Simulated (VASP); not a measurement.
Runs of VASP 6.6.1 on Sb3Pb. The structure is that of space group Im-3m (No. 229), or close to it. The cells are those of the table. 

| cell | k mesh | gap on the mesh (eV) | pressure (GPa) |
| --- | --- | --- | --- |
| a = 5.456 Å, angles 109.5°, 4 atoms | 4 × 4 × 4 | none | (a) |
| a = 5.510 Å, angles 109.5°, 4 atoms | 10 × 10 × 10 | none | (b) |
| a = 5.400 Å, angles 109.5°, 4 atoms | 10 × 10 × 10 | none | 1.5 |
| a = 5.228 Å, angles 109.5°, 4 atoms | 10 × 10 × 10 | none | 8.4 |
| a = 5.563 Å, angles 109.5°, 4 atoms | 10 × 10 × 10 | none | -2.5 |
| a = 5.287 Å, angles 109.5°, 4 atoms | 10 × 10 × 10 | none | 5.7 |
| a = 5.632 Å, angles 109.5°, 4 atoms | 10 × 10 × 10 | none | (c) |
| a = 5.344 Å, angles 109.5°, 4 atoms | 10 × 10 × 10 | none | 3.4 |

Alike in all rows: task single point; level PBE; potentials or basis VASP PAW PBE potentials, release 64 (Sb, Pb_d); no spin polarisation; cutoff (eV) 520; smearing gaussian 0.1 eV.

Task: Fill in the values left out.

Result: (a) -0.5; (b) -1.4; (c) -3.8.

Caveats: spin-orbit coupling is left out, which moves the levels of the heavy elements.

A k mesh can miss the band edges, and the runs leave out spin-orbit coupling on Pb, Sb.

A gap of «none» marks levels without a gap at the run's occupations.
